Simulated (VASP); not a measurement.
The system is Li.

```
Li
1.0
     2.95468    0.00000    0.00000
    -1.47734    2.55883    0.00000
     0.00000    0.00000    2.77740
Li
1
Direct
  0.00000 0.00000 0.00000
```

This isn't the form of Li at room conditions, which is bcc.

* Program: VASP 6.6.1
* Task: relaxation of cell and atoms
* Functional: PBE
* Potentials or basis: VASP PAW PBE potentials, release 64 (Li_sv)
* Cutoff: 600 eV
* k mesh: 16 × 16 × 15
* Occupations: fermi-dirac, width 0.1 eV
* Spin: no spin polarisation

At the start: pressure -0.5 GPa; volume 21.00 Å³/atom.

Where does the relaxation end?

Over 8 steps the energy falls by 2.4 meV/atom and the volume is 20.06 Å³/atom (-4.5 %); space group P6/mmm (No. 191, to 0.1 Å) before and after.

The path:
| step | energy change (eV) | largest force (eV/Å) | pressure (GPa) | volume (Å³) |
| --- | --- | --- | --- | --- |
| 1 | 0.0000 | 0.0000 | -0.51 | 21.00 |
| 2 | -0.0011 | 0.0000 | -0.41 | 20.79 |
| 3 | -0.0022 | 0.0000 | -0.20 | 20.38 |
| 4 | -0.0022 | 0.0000 | -0.15 | 20.31 |
| 5 | -0.0024 | 0.0000 | -0.09 | 20.20 |
| 6 | -0.0024 | 0.0000 | -0.04 | 20.13 |
| 7 | -0.0024 | 0.0000 | 0.05 | 19.98 |
| 8 | -0.0024 | 0.0000 | 0.00 | 20.06 |

Final structure:
```
Li
1.0
     2.92806    0.00000    0.00000
    -1.46403    2.53577    0.00000
     0.00000    0.00000    2.70167
Li
1
Direct
  0.00000 0.00000 0.00000
```

Caveat: the cutoff is under 1.25 times the usual one of these potentials, so pressure, stress and relaxed cells hold a basis-set (Pulay) error.
